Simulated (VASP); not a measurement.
# Mo (Fm-3m) in VASP: notebook, part 2 of 3

VASP 6.6.1. The steps go on from the part before.

## 5. Single point, BLYP+D3(BJ), non-collinear spin, zero start, spin-orbit coupling

This run uses another cell than the first one, of 16.69 Å³/atom, 1.063 times its volume.

Contents of INCAR:

```
PREC = Accurate
ENCUT = 520
EDIFF = 1E-7
ISMEAR = -1
SIGMA = 0.05
LREAL = False
LASPH = True
NELM = 150
ALGO = Normal
ISIF = 2
LWAVE = False
LCHARG = False
LNONCOLLINEAR = True
MAGMOM = 0 0 0
LORBIT = 11
LSORBIT = True
GGA_COMPAT = False
LORBMOM = True
LMAXMIX = 4
GGA = B5
ALDAX = 1.0
AGGAX = 1.0
AGGAC = 1.0
ALDAC = 0.0
IVDW = 12
VDW_S6 = 1.0
VDW_S8 = 2.6996
VDW_A1 = 0.4298
VDW_A2 = 4.2359
NBANDS = 25
```

Contents of KPOINTS:

```
regular mesh
0
Gamma
  11 11 11
```

Contents of POSCAR:

```
Mo
1.0
    0.0000000000      2.0283447598      2.0283447598
    2.0283447598      0.0000000000      2.0283447598
    2.0283447598      2.0283447598      0.0000000000
Mo
1
Direct
    0.0000000000      0.0000000000      0.0000000000
```

Potentials or basis: VASP PAW PBE potentials, release 64 (Mo_sv).

Launch:

```
$ cat potpaw_PBE.64/Mo_sv/POTCAR > POTCAR
$ mpirun -np 1 vasp_ncl > vasp.out
```

OUTCAR:

```text
PREC = Accurate
   ENCUT = 520
   EDIFF = 1E-7
   ISMEAR = -1
   LREAL = False
   LASPH = True
   NELM = 150
   ISIF = 2
   LNONCOLLINEAR = True
   LORBIT = 11
   LSORBIT = True
   GGA = B5
   IVDW = 12
 IVDW          = 12

 ion  position               nearest neighbor table
   1  0.000  0.000  0.000-

  LATTYP: Found a face centered cubic cell.
 ALAT       =     4.0566895196

  Lattice vectors:

 A1 = (   0.0000000000,   2.0283447598,   2.0283447598)
 A2 = (   2.0283447598,   0.0000000000,   2.0283447598)
 A3 = (   2.0283447598,   2.0283447598,   0.0000000000)

Analysis of symmetry for initial positions (statically):
=====================================================================
 Subroutine PRICEL returns:
 Original cell was already a primitive cell.

 Routine SETGRP: Setting up the symmetry group for a
 face centered cubic supercell.

 Subroutine GETGRP returns: Found 48 space group operations
 (whereof 48 operations were pure point group operations)
 out of a pool of 48 trial point group operations.

The static configuration has the point symmetry O_h .

Analysis of symmetry for dynamics (positions and initial velocities):
=====================================================================
 Subroutine PRICEL returns:
 Original cell was already a primitive cell.

 Routine SETGRP: Setting up the symmetry group for a
 face centered cubic supercell.

 Subroutine GETGRP returns: Found 48 space group operations
 (whereof 48 operations were pure point group operations)
 out of a pool of 48 trial point group operations.

The dynamic configuration has the point symmetry O_h .

Analysis of structural, dynamic, and magnetic symmetry:
=====================================================================
 Subroutine PRICEL returns:
 Original cell was already a primitive cell.

 Routine SETGRP: Setting up the symmetry group for a
 face centered cubic supercell.

 Subroutine GETGRP returns: Found 48 space group operations
 (whereof 48 operations were pure point group operations)
 out of a pool of 48 trial point group operations.

The overall configuration has the point symmetry O_h .

 Subroutine INISYM returns: Found 48 space group operations
 (whereof 48 operations are pure point group operations),
 and found     1 'primitive' translations

----------------------------------------------------------------------------------------

                                     Primitive cell

  volume of cell :      16.6900

  direct lattice vectors                    reciprocal lattice vectors
     0.000000000  2.028344760  2.028344760    -0.246506417  0.246506417  0.246506417
     2.028344760  0.000000000  2.028344760     0.246506417 -0.246506417  0.246506417
     2.028344760  2.028344760  0.000000000     0.246506417  0.246506417 -0.246506417

  length of vectors
     2.868512668  2.868512668  2.868512668     0.426961639  0.426961639  0.426961639

  position of ions in fractional coordinates (direct lattice)
     0.000000000  0.000000000  0.000000000

  ion indices of the primitive-cell ions
   primitive index   ion index
                 1           1

----------------------------------------------------------------------------------------
[... 97 lines left out ...]
   AEXX    =    0.0000 exact exchange contribution
   IVDW    =    12    specifies the selected vdW correction
   LEPSILON=     F    determine dielectric tensor
   LRPA    =     F    only Hartree local field effects (RPA)
  energy-cutoff  :      520.00
  volume of cell :       16.69
 maximum number of plane-waves:       924
 NGX is ok and might be reduce to    24
   NGX = 11   NGY = 11   NGZ = 11

 number of electron      14.0000000 magnetization       0.0000000      0.0000000      0.0000000

 number of electron      14.0000002 magnetization       0.0000000     -0.0000000      0.0000000

 number of electron      14.0000002 magnetization      -0.0000000      0.0000000     -0.0000000

 Free energy of the ion-electron system (eV)
  ---------------------------------------------------
  ext. energy  EPLUGINS =         0.00000000
  ---------------------------------------------------
  free energy    TOTEN  =        -9.21492424 eV

  energy without entropy =       -9.20170815  energy(sigma->0) =       -9.20831620

 E-fermi :  11.7231     XC(G=0): -12.3694

 val. band max:       11.6815472588   @ k =   0.2727   0.0909   0.0000
 cond. band min:      11.7245689026   @ k =  -0.4545   0.1818   0.0909
 fundamental gap:      0.0430216437
 Fermi energy:        11.7230856838

 k-point     1 :       0.0000    0.0000    0.0000
  band No.  band energies     occupation
      1     -48.8233      1.00000
      2     -48.8233      1.00000
      3     -24.0589      1.00000
      4     -24.0589      1.00000
      5     -21.5560      1.00000
      6     -21.5560      1.00000
[... 661 lines left out ...]
     24      28.6662      0.00000
     25      30.6019      0.00000

 [... further k-points ...]

------------------------ aborting loop because EDIFF is reached ----------------------------------------

 Edisp (eV)   -1.57329

 E8    (eV) :    -1.1971

  FORCE on cell =-STRESS in cart. coord.  units (eV):
  Direction    XX          YY          ZZ          XY          YZ          ZX
  --------------------------------------------------------------------------------------
  -------------------------------------------------------------------------------------
  Total      -1.58627    -1.58627    -1.58627    -0.00000     0.00000    -0.00000
  in kB    -152.27676  -152.27676  -152.27676    -0.00000     0.00000    -0.00000
  external pressure =     -152.28 kB  Pullay stress =        0.00 kB

 VOLUME and BASIS-vectors are now :
 -----------------------------------------------------------------------------
  energy-cutoff  :      520.00
  volume of cell :       16.69
      direct lattice vectors                 reciprocal lattice vectors
     0.000000000  2.028344760  2.028344760    -0.246506417  0.246506417  0.246506417
     2.028344760  0.000000000  2.028344760     0.246506417 -0.246506417  0.246506417
     2.028344760  2.028344760  0.000000000     0.246506417  0.246506417 -0.246506417

 POSITION                                       TOTAL-FORCE (eV/Angst)
 -----------------------------------------------------------------------------------
      0.00000      0.00000      0.00000        -0.000000      0.000000      0.000000
 -----------------------------------------------------------------------------------
    total drift:                                0.000000      0.000000     -0.000000

  FREE ENERGIE OF THE ION-ELECTRON SYSTEM (eV)
  ---------------------------------------------------
  free  energy   TOTEN  =       -10.7882163555 eV

  energy  without entropy=      -10.7750002620  energy(sigma->0) =      -10.78160831

 orbital moment (x)

 # of ion     p       d       tot
 ----------------------------------------
  1         0.000  -0.000  -0.000
 ----------------------------------------
            0.000  -0.000  -0.000

 orbital moment (y)

 # of ion     p       d       tot
 ----------------------------------------
  1         0.000   0.000   0.000
 ----------------------------------------
            0.000   0.000   0.000

 orbital moment (z)

 # of ion     p       d       tot
 ----------------------------------------
  1         0.000   0.000   0.000
 ----------------------------------------
            0.000   0.000   0.000

 Spin-Orbit-Coupling matrix elements

 Ion:    1  E_soc:     -0.2138781
 l=   1
     0.0000000    -0.0303188    -0.0303188
    -0.0303188     0.0000000    -0.0303188
    -0.0303188    -0.0303188     0.0000000
 l=   2
     0.0000000    -0.0011582     0.0000000    -0.0011582    -0.0041694
    -0.0011582     0.0000000    -0.0031270    -0.0011582    -0.0010423
     0.0000000    -0.0031270     0.0000000    -0.0031270     0.0000000
    -0.0011582    -0.0011582    -0.0031270     0.0000000    -0.0010423
    -0.0041694    -0.0010423     0.0000000    -0.0010423     0.0000000
 l=   3
     0.0000000     0.0000000     0.0000000     0.0000000     0.0000000     0.0000000     0.0000000
     0.0000000     0.0000000     0.0000000     0.0000000     0.0000000     0.0000000     0.0000000
     0.0000000     0.0000000     0.0000000     0.0000000     0.0000000     0.0000000     0.0000000
     0.0000000     0.0000000     0.0000000     0.0000000     0.0000000     0.0000000     0.0000000
     0.0000000     0.0000000     0.0000000     0.0000000     0.0000000     0.0000000     0.0000000
     0.0000000     0.0000000     0.0000000     0.0000000     0.0000000     0.0000000     0.0000000
     0.0000000     0.0000000     0.0000000     0.0000000     0.0000000     0.0000000     0.0000000

 total charge

# of ion       s       p       d       tot
------------------------------------------
    1        2.367   6.158   3.933  12.458

 magnetization (x)

# of ion       s       p       d       tot
------------------------------------------
    1        0.000   0.000  -0.000  -0.000

 magnetization (y)

# of ion       s       p       d       tot
------------------------------------------
    1        0.000   0.000  -0.000  -0.000

 magnetization (z)

# of ion       s       p       d       tot
------------------------------------------
    1        0.000  -0.000  -0.000  -0.000
```

OSZICAR:

```text
N       E                     dE             d eps       ncg     rms          rms(c)
DAV:   1     0.137577165894E+03    0.13758E+03   -0.81737E+03  2808   0.116E+03
DAV:   2    -0.708532462032E+01   -0.14466E+03   -0.13996E+03  3157   0.375E+02
DAV:   3    -0.975057715093E+01   -0.26653E+01   -0.26310E+01  3266   0.518E+01
DAV:   4    -0.976054955303E+01   -0.99724E-02   -0.99712E-02  3167   0.348E+00
DAV:   5    -0.976063169476E+01   -0.82142E-04   -0.82143E-04  3303   0.280E-01    0.114E+01
DAV:   6    -0.927117204445E+01    0.48946E+00   -0.71094E-01  2968   0.999E+00    0.299E+00
DAV:   7    -0.921748752809E+01    0.53685E-01   -0.11360E-01  3232   0.368E+00    0.859E-01
DAV:   8    -0.921517120938E+01    0.23163E-02   -0.24348E-03  2993   0.621E-01    0.623E-01
DAV:   9    -0.921489106322E+01    0.28015E-03   -0.63521E-04  3152   0.324E-01    0.667E-02
DAV:  10    -0.921491542138E+01   -0.24358E-04   -0.20062E-05  3116   0.538E-02    0.417E-02
DAV:  11    -0.921492430119E+01   -0.88798E-05   -0.13203E-05  2990   0.423E-02    0.199E-03
DAV:  12    -0.921492424341E+01    0.57772E-07   -0.12469E-07  3162   0.419E-03
   1 F= -.10788216E+02 E0= -.10781608E+02  d E =-.132161E-01  mag=     0.0000    -0.0000     0.0000
```

It took 38 s on 1 thread of Intel Xeon Platinum 8375C at 2.90GHz (Ice Lake), shared host; peak memory 0.22 GiB.

What came out:

```
Free energy                                           : -10.7882 eV
Pressure                                              : -15.2 GPa
Net moment                                            : 0.00 μB per cell
Valence electrons inside the program's atomic spheres : Mo 12.46
Dispersion energy per atom                            : -1.573 eV
```

Moments on the atoms (μB; x, y, z):
```
Mo  0.00 0.00 0.00
```

Caveat: three body term missing; the PAW data sets were made with another functional, which shifts forces and pressure a little.

[end of part 2 of 3]
